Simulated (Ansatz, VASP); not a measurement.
# Te3Pb4Se: VASP beside Ansatz

The input INCAR:

```
  ALGO = Normal
  EDIFF = 1E-6
  ENCUT = 520
  GGA = PE
  ISIF = 2
  ISMEAR = 0
  LASPH = True
  LCHARG = False
  LREAL = False
  LWAVE = False
  NBANDS = 50
  NELM = 100
  PREC = Accurate
  SIGMA = 0.1
```

File KPOINTS:

```
k-points
0
Gamma
  2 2 2
```

File POSCAR:

```
Te3Pb4Se
1.0
    6.4962036000      0.0000000000      0.0000000000
    0.0000000000      6.4962036000      0.0000000000
   -3.2481018000     -3.2481018000      6.4825787000
Te Pb Se
3 4 1
Direct
    0.2500000000      0.7500000000      0.5000000000
    0.7500000000      0.2500000000      0.5000000000
    0.0000000000      0.0000000000      0.0000000000
    0.5000000000      0.0000000000      0.0000000000
    0.7398360000      0.7398360000      0.4796720000
    0.0000000000      0.5000000000      0.0000000000
    0.2601640000      0.2601640000      0.5203280000
    0.5000000000      0.5000000000      0.0000000000
```

Input for Ansatz:

```yaml
crystal:
  lattice:
    - [6.4962036, 0.0, 0.0]
    - [0.0, 6.4962036, 0.0]
    - [-3.2481018, -3.2481018, 6.4825787]
  atoms:
    - { symbol: Te, position: [0.25, 0.75, 0.5] }
    - { symbol: Te, position: [0.75, 0.25, 0.5] }
    - { symbol: Te, position: [0.0, 0.0, 0.0] }
    - { symbol: Pb, position: [0.5, 0.0, 0.0] }
    - { symbol: Pb, position: [0.739836, 0.739836, 0.479672] }
    - { symbol: Pb, position: [0.0, 0.5, 0.0] }
    - { symbol: Pb, position: [0.260164, 0.260164, 0.520328] }
    - { symbol: Se, position: [0.5, 0.5, 0.0] }
basis:
  ecutwfc: 420
kpoints:
  mp_grid: { grid: [2, 2, 2] }
hamiltonian:
  xc: pbe
scf:
  occupations: { method: gaussian, width: 0.1 }
  lower_state_search: "off"
output:
  forces: true
  stress: true
  eigenvalues: true
```

Alike in both runs: task single point; functional PBE; k mesh 2 × 2 × 2; occupations gaussian, width 0.1 eV; no spin polarisation.

```csv
,VASP,Ansatz
version,VASP 6.6.1,Ansatz 0.2.0
potentials or method,"VASP PAW PBE potentials, release 64 (Te, Pb_d, Se), cutoff 520 eV","scalar-relativistic, plane waves, PAW"
valence electrons in the cell,80,120
```

```tsv
	VASP	Ansatz	Ansatz less VASP
gap on the k mesh at the Fermi level (eV)	0.40	0.40	-0.003
least direct gap on the mesh (eV)	0.40	0.40	-0.003
pressure (GPa)	1.4	1.4	+0.03
traceless stress, the component that is largest in VASP (GPa)	-3.32	-3.32	-0.003
rms of the force components (eV/Å)	0.020	0.020	+0.0003
```

Atom by atom the forces differ by 0.000 eV/Å (rms over components). The functional is the same, so the differences come from potentials, cutoffs and numerics. VASP's potentials hold 80 valence electrons a cell and Ansatz's 120, so a difference there can come from the potentials and not from the codes.

The k mesh is coarse, so the values compare programs but aren't converged. Neither program's run includes spin-orbit coupling.
